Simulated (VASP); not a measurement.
A run of VASP 6.6.1 is set up as follows.

INCAR

```
PREC = Accurate ; ENCUT = 520
EDIFF = 1E-6 ; ISMEAR = 0
SIGMA = 0.05 ; LREAL = False
LASPH = True ; NELM = 80
ALGO = Normal ; ISIF = 2
LWAVE = False ; LCHARG = False
GGA = PS ; NBANDS = 17
```

Contents of KPOINTS:

```
Automatic mesh
0
Gamma
  16 16 10
```

Contents of POSCAR:

```
Hf
1.0
    3.1144107981      0.0000000000      0.0000000000
   -1.5572053990      2.6971588690      0.0000000000
    0.0000000000      0.0000000000      4.9377226606
Hf
2
Direct
    0.3333333333      0.6666666667      0.2500000000
    0.6666666667      0.3333333333      0.7500000000
```

Potentials or basis: VASP PAW PBE potentials, release 64 (Hf_pv).

The run is started by

```bash
$ cat potpaw_PBE.64/Hf_pv/POTCAR > POTCAR
$ mpirun -np 1 vasp_std > vasp.out
```

Question: Predict the pressure.

Answer: 4.6 GPa.

Question: What does it give for the band gap on the k mesh?

Answer: Zero (band 10 reaches 6.48 eV, above the bottom of band 11 at 4.89 eV).

Stress tensor (GPa, compression positive):
```
4.65 0.00 0.00
0.00 4.65 0.00
0.00 0.00 4.38
```

Caveat: the PAW data sets were made with another functional, which shifts forces and pressure a little; spin-orbit coupling is left out, which moves the levels of the heavy elements.
